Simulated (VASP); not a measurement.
Here is a VASP 6.6.1 calculation.

The input INCAR:

```
PREC = Accurate ; ENCUT = 520
EDIFF = 1E-6 ; ISMEAR = 0
SIGMA = 0.1 ; LREAL = F
LASPH = T ; NELM = 60
ALGO = Normal ; ISIF = 2
LWAVE = F ; LCHARG = F
LDIPOL = T ; IDIPOL = 3
DIPOL = 0.5 0.5 0.340 ; NBANDS = 38
```

Contents of KPOINTS:

```
regular mesh
0
Gamma
  9 9 1
```

The input POSCAR:

```
Mo4C
1.0
    3.1111816891      0.0000000000      0.0000000000
    0.0000000000      3.1111816891      0.0000000000
    0.0000000000      0.0000000000     21.5098172784
Mo C
4 1
Direct
    0.5000000000      0.5000000000      0.1859615983
    0.0000000000      0.0000000000      0.2582816382
    0.5000000000      0.5000000000      0.3325055024
    0.0000000000      0.0000000000      0.3956248056
    0.0000000000      0.0000000000      0.5281224443
```

Potentials or basis: VASP PAW LDA potentials, release 64 (Mo_sv, C).

The run is started by

```console
$ cat potpaw_LDA.64/Mo_sv/POTCAR potpaw_LDA.64/C/POTCAR > POTCAR
$ mpirun -np 1 vasp_std > vasp.out
```

Question: Predict the band gap on the k mesh.

Answer: Zero (band 30 reaches 0.71 eV, above the bottom of band 31 at 0.16 eV).

Question: Estimate the largest force.

Answer: 2.839 eV/Å.

Forces on the atoms (eV/Å):
```
Mo   0.000  0.000  1.716
Mo   0.000  0.000 -1.888
Mo   0.000  0.000 -0.554
Mo   0.000  0.000  2.839
C    0.000  0.000 -2.112
```
